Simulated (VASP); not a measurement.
# TiO2 (R-3m) in VASP: a series of runs, part 2 of 2

VASP 6.6.1.

**3. Single point, PBEsol**

This run uses another cell than the first one, of 18.80 Å³/atom.

Input file INCAR:

```
  PREC = Accurate
  ENCUT = 520
  EDIFF = 1E-6
  ISMEAR = 0
  SIGMA = 0.01
  LREAL = False
  LASPH = True
  NELM = 100
  ALGO = Normal
  ISIF = 2
  LWAVE = False
  LCHARG = False
  GGA = PS
  NBANDS = 19
```

Input file KPOINTS:

```
regular mesh
0
Gamma
  7 7 7
```

Input file POSCAR:

```
TiO2
1.0
    1.5170349833      0.8758611072      7.0734169568
   -1.5170349833      0.8758611072      7.0734169568
    0.0000000000     -1.7517212013      7.0734169568
Ti O
1 2
Direct
    0.0000000000      0.0000000000      0.0000000000
    0.6204670000      0.6204670000      0.6204670000
    0.3795330000      0.3795330000      0.3795330000
```

Potentials or basis: VASP PAW PBE potentials, release 64 (Ti_sv, O).

The run is started by

```
> cat potpaw_PBE.64/Ti_sv/POTCAR potpaw_PBE.64/O/POTCAR > POTCAR
> mpirun -np 1 vasp_std > vasp.out
```

OUTCAR:

```text
PREC = Accurate
   ENCUT = 520
   EDIFF = 1E-6
   ISMEAR = 0
   LREAL = False
   LASPH = True
   NELM = 100
   ISIF = 2
   GGA = PS

 ion  position               nearest neighbor table
   1  0.000  0.000  0.000-   2 2.01   2 2.01   3 2.01   3 2.01   2 2.01   3 2.01
   2  0.620  0.620  0.620-   1 2.01   1 2.01   1 2.01
   3  0.380  0.380  0.380-   1 2.01   1 2.01   1 2.01

  LATTYP: Found a trigonal (rhomboedric) cell.
 ALAT       =     7.2870951184
 COS(alpha) =     0.9133212835

  Lattice vectors:

 A1 = (   1.5170349833,   0.8758611072,   7.0734169568)
 A2 = (  -1.5170349833,   0.8758611072,   7.0734169568)
 A3 = (   0.0000000000,  -1.7517212013,   7.0734169568)

Analysis of symmetry for initial positions (statically):
=====================================================================
 Subroutine PRICEL returns:
 Original cell was already a primitive cell.

 Routine SETGRP: Setting up the symmetry group for a
 trigonal (rhombohedral) supercell.

 Subroutine GETGRP returns: Found 12 space group operations
 (whereof 12 operations were pure point group operations)
 out of a pool of 12 trial point group operations.

The static configuration has the point symmetry D_3d.

Analysis of symmetry for dynamics (positions and initial velocities):
=====================================================================
 Subroutine PRICEL returns:
 Original cell was already a primitive cell.

 Routine SETGRP: Setting up the symmetry group for a
 trigonal (rhombohedral) supercell.

 Subroutine GETGRP returns: Found 12 space group operations
 (whereof 12 operations were pure point group operations)
 out of a pool of 12 trial point group operations.

The dynamic configuration has the point symmetry D_3d.

 Subroutine INISYM returns: Found 12 space group operations
 (whereof 12 operations are pure point group operations),
 and found     1 'primitive' translations

[... 112 lines left out ...]
   EFERMI_NEDOS =   21; number of points for ismear=-14 and -15
   IALGO  =     38    algorithm
   IMIX   =      4    mixing-type and parameters
     AMIX     =   0.40;   BMIX     =  1.00
     AMIX_MAG =   1.60;   BMIX_MAG =  1.00
  volume/ion in A,a.u.               =      18.80       126.85
  Fermi-wavevector in a.u.,A,eV,Ry     =   1.231426  2.327057 20.631998  1.516409
  Thomas-Fermi vector in A             =   2.366236
   LORBIT       =      0    0 simple, 1 ext, 2 COOP (PROOUT), +10 PAW based schemes
   GGA     = PS    functional components
   LHFCALC =     F    Hartree Fock is set to
   AEXX    =    0.0000 exact exchange contribution
   IVDW    =     0    specifies the selected vdW correction
   LEPSILON=     F    determine dielectric tensor
   LRPA    =     F    only Hartree local field effects (RPA)
 non-spin polarized calculation
 Gauss-broadening in eV      SIGMA  =   0.01
  energy-cutoff  :      520.00
  volume of cell :       56.39
 maximum number of plane-waves:      1542
 NGX is ok and might be reduce to    54
   NGX = 27   NGY = 27   NGZ = 27

 number of electron      23.9999999 magnetization

 Free energy of the ion-electron system (eV)
  ---------------------------------------------------
  ext. energy  EPLUGINS =         0.00000000
  ---------------------------------------------------
  free energy    TOTEN  =       -27.55037799 eV

  energy without entropy =      -27.55037799  energy(sigma->0) =      -27.55037799

 E-fermi :  -1.2928     XC(G=0):  -7.5919

 val. band max:       -1.3852273113   @ k =  -0.1429   0.1429   0.0000
 cond. band min:       1.1217339220   @ k =   0.1429   0.1429   0.1429
 fundamental gap:      2.5069612333
 Fermi energy:        -1.2928094892

 k-point     1 :       0.0000    0.0000    0.0000
  band No.  band energies     occupation
      1     -57.6646      2.00000
      2     -34.0203      2.00000
      3     -33.7627      2.00000
      4     -33.7627      2.00000
      5     -18.5773      2.00000
      6     -16.9207      2.00000
[... 505 lines left out ...]
      6     -17.2030      2.00000
[... 11 lines left out ...]
     18       7.5022      0.00000
     19       9.3370      0.00000

 [... further k-points ...]

------------------------ aborting loop because EDIFF is reached ----------------------------------------

  FORCE on cell =-STRESS in cart. coord.  units (eV):
  Direction    XX          YY          ZZ          XY          YZ          ZX
  --------------------------------------------------------------------------------------
  -------------------------------------------------------------------------------------
  Total       -3.4033246     -3.4033263     -1.8228979      0.0000000     -0.0000001      0.0000000
  in kB      -96.6947237    -96.6947709    -51.7918890      0.0000000     -0.0000025      0.0000000
  external PRESSURE =     -81.7271279 kB  Pullay stress =       0.0000000 kB

 VOLUME and BASIS-vectors are now :
 -----------------------------------------------------------------------------
  energy-cutoff  :      520.00
  volume of cell :       56.39
      direct lattice vectors                 reciprocal lattice vectors
     1.517034983  0.875861107  7.073416957     0.329590290  0.190288996  0.047124787
    -1.517034983  0.875861107  7.073416957    -0.329590290  0.190288996  0.047124787
     0.000000000 -1.751721201  7.073416957     0.000000000 -0.380577992  0.047124814

 POSITION                                       TOTAL-FORCE (eV/Angst)
 -----------------------------------------------------------------------------------
      0.00000      0.00000      0.00000         0.000000     -0.000000      0.000000
      0.00000      0.00000     13.16647        -0.000000      0.000000      0.898781
      0.00000      0.00000      8.05379        -0.000000     -0.000000     -0.898781
 -----------------------------------------------------------------------------------
    total drift:                                0.000000      0.000000     -0.000000

  FREE ENERGIE OF THE ION-ELECTRON SYSTEM (eV)
  ---------------------------------------------------
  free  energy   TOTEN  =       -27.5503779906 eV

  energy  without entropy=      -27.5503779906  energy(sigma->0) =      -27.55037799
```

OSZICAR:

```text
N       E                     dE             d eps       ncg     rms          rms(c)
DAV:   1     0.265724996425E+03    0.26572E+03   -0.12611E+04  1672   0.130E+03
DAV:   2    -0.861770761799E+01   -0.27434E+03   -0.26148E+03  1984   0.371E+02
DAV:   3    -0.342743359126E+02   -0.25657E+02   -0.25469E+02  1937   0.124E+02
DAV:   4    -0.356689129239E+02   -0.13946E+01   -0.13922E+01  2560   0.250E+01
DAV:   5    -0.356895246389E+02   -0.20612E-01   -0.20610E-01  1886   0.302E+00    0.208E+01
DAV:   6    -0.285428660199E+02    0.71467E+01   -0.42706E+01  2048   0.737E+01    0.103E+01
DAV:   7    -0.278067461277E+02    0.73612E+00   -0.12901E+01  1852   0.313E+01    0.668E+00
DAV:   8    -0.275523407481E+02    0.25441E+00   -0.11516E+00  1738   0.122E+01    0.205E+00
DAV:   9    -0.276075200365E+02   -0.55179E-01   -0.33705E-01  2220   0.531E+00    0.224E+00
DAV:  10    -0.275558461634E+02    0.51674E-01   -0.18524E-01  1801   0.437E+00    0.799E-01
DAV:  11    -0.275502055711E+02    0.56406E-02   -0.28471E-02  1852   0.192E+00    0.149E-01
DAV:  12    -0.275503385407E+02   -0.13297E-03   -0.18143E-03  2009   0.488E-01    0.109E-01
DAV:  13    -0.275505838436E+02   -0.24530E-03   -0.96665E-04  1683   0.249E-01    0.120E-01
DAV:  14    -0.275504119168E+02    0.17193E-03   -0.12540E-03  1824   0.360E-01    0.518E-02
DAV:  15    -0.275503801323E+02    0.31784E-04   -0.18634E-04  2130   0.128E-01    0.120E-02
DAV:  16    -0.275503787707E+02    0.13616E-05   -0.11932E-05  1927   0.288E-02    0.916E-03
DAV:  17    -0.275503779906E+02    0.78011E-06   -0.43067E-06  1776   0.237E-02
   1 F= -.27550378E+02 E0= -.27550378E+02  d E =-.798595E-41
```

Run time: 8.7 min. Hardware: 1 thread of Intel Xeon 8259CL, shared host; peak memory 0.4 GiB.

Results:

```yaml
Free_energy: -27.5504 eV
Pressure: -8.2 GPa
Largest_force: 0.899 eV/Å
Band_gap_on_the_k_mesh: 2.51 eV (least direct gap 2.72 eV)
```

Forces in eV/Å, atoms in the order of the input:
```
Ti   0.000  0.000  0.000
O    0.000  0.000  0.899
O    0.000  0.000 -0.899
```

Stress tensor (GPa, compression positive):
```
-9.67  0.00  0.00
 0.00 -9.67  0.00
 0.00  0.00 -5.18
```

Levels at points of the mesh, in eV from the valence-band top:
| k point | band 9 | band 10 | band 11 | band 12 | band 13 | band 14 | band 15 | band 16 |
| --- | --- | --- | --- | --- | --- | --- | --- | --- |
| (0.00, 0.00, 0.00) | -3.49 | -0.58 | -0.21 | -0.21 | 2.51 | 2.51 | 4.11 | 6.50 |

Caveat: the cell stands under tension; the PAW data sets were made with another functional, which shifts forces and pressure a little; an odd mesh through Γ misses points on the zone boundary, where band edges can lie.

**4. Single point, PBEsol**

This run uses another cell than the first one, of 19.16 Å³/atom.

Input file INCAR:

```
PREC = Accurate ; ENCUT = 520
EDIFF = 1E-6 ; ISMEAR = 0
SIGMA = 0.01 ; LREAL = F
LASPH = T ; NELM = 60
ALGO = Normal ; ISIF = 2
LWAVE = F ; LCHARG = F
GGA = PS ; NBANDS = 19
```

Input file KPOINTS:

```
Automatic mesh
0
Gamma
  7 7 7
```

Input file POSCAR:

```
TiO2
1.0
    1.5266978870      0.8814399908      7.1184717827
   -1.5266978870      0.8814399908      7.1184717827
    0.0000000000     -1.7628789620      7.1184717827
Ti O
1 2
Direct
    0.0000000000      0.0000000000      0.0000000000
    0.6204670000      0.6204670000      0.6204670000
    0.3795330000      0.3795330000      0.3795330000
```

The run is started by

```
> cat potpaw_PBE.64/Ti_sv/POTCAR potpaw_PBE.64/O/POTCAR > POTCAR
> mpirun -np 1 vasp_std > vasp.out
```

Wall time 9.5 min (1 thread of Intel Xeon 8259CL, shared host); peak memory 0.42 GiB.

It converged, with:

```yaml
Free_energy: -27.4898 eV
Pressure: -9.9 GPa
Largest_force: 1.126 eV/Å
Band_gap_on_the_k_mesh: 2.45 eV (least direct gap 2.67 eV)
```

Forces in eV/Å, atoms in the order of the input:
```
Ti   0.000  0.000  0.000
O    0.000  0.000  1.126
O    0.000  0.000 -1.126
```

Stress tensor (GPa, compression positive):
```
-11.72   0.00   0.00
  0.00 -11.72   0.00
  0.00   0.00  -6.23
```

Levels at points of the mesh, in eV from the valence-band top:
| k point | band 10 | band 11 | band 12 | band 13 | band 14 | band 15 |
| --- | --- | --- | --- | --- | --- | --- |
| (0.00, 0.00, 0.00) | -0.55 | -0.22 | -0.22 | 2.45 | 2.45 | 4.00 |

Caveat: the cell stands under tension; the PAW data sets were made with another functional, which shifts forces and pressure a little; an odd mesh through Γ misses points on the zone boundary, where band edges can lie.

**5. The runs side by side**

| cell | gap on the mesh (eV) | pressure (GPa) | largest force (eV/Å) |
| --- | --- | --- | --- |
| a = 7.240 Å, angles 24.0°, 3 atoms | 2.57 | -6.1 | 0.65 |
| a = 7.287 Å, angles 24.0°, 3 atoms | 2.51 | -8.2 | 0.90 |
| a = 7.334 Å, angles 24.0°, 3 atoms | 2.45 | -9.9 | 1.13 |

Alike in all rows: task single point; level PBEsol; potentials or basis VASP PAW PBE potentials, release 64 (Ti_sv, O); no spin polarisation; k mesh 7 × 7 × 7; cutoff (eV) 520; smearing gaussian 0.01 eV.

Caveats: the cell stands under tension; the PAW data sets were made with another functional, which shifts forces and pressure a little; an odd mesh through Γ misses points on the zone boundary, where band edges can lie.

Absolute energies hang on the potentials; compare differences alone.
